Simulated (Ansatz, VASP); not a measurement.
**Tl: VASP beside Ansatz**

```xyz
8
Lattice="6.3438 0.0000 0.0000 0.0000 6.3438 0.0000 0.0000 0.0000 6.3438" Properties=species:S:1:pos:R:3 pbc="T T T"
Tl    3.1719    3.1719    3.1719
Tl    0.0000    0.0000    0.0000
Tl    1.5859    0.0000    3.1719
Tl    3.1719    1.5859    0.0000
Tl    3.1719    4.7578    0.0000
Tl    4.7578    0.0000    3.1719
Tl    0.0000    3.1719    4.7578
Tl    0.0000    3.1719    1.5859
```

Alike in both runs: functional PBE; k mesh 6 × 6 × 6; occupations gaussian, width 0.1 eV; no spin polarisation.

Ansatz relaxed the structure, and its values are those at the end. VASP's run is a single point on that final structure, the one shown.

|  | VASP | Ansatz |
| --- | --- | --- |
| version | VASP 6.6.1 | Ansatz 0.2.0 |
| potentials or method | VASP PAW PBE potentials, release 64 (Tl_d), cutoff 520 eV | scalar-relativistic, plane waves, PAW |
| valence electrons in the cell | 104 | 104 |

```csv
,VASP,Ansatz,Ansatz less VASP
gap on the k mesh at the Fermi level (eV),none,none,-
pressure (GPa),0.0,0.0,+0.06
```

A gap of «none» marks a metal or a gap that the smearing closes.

Neither program's run includes spin-orbit coupling.
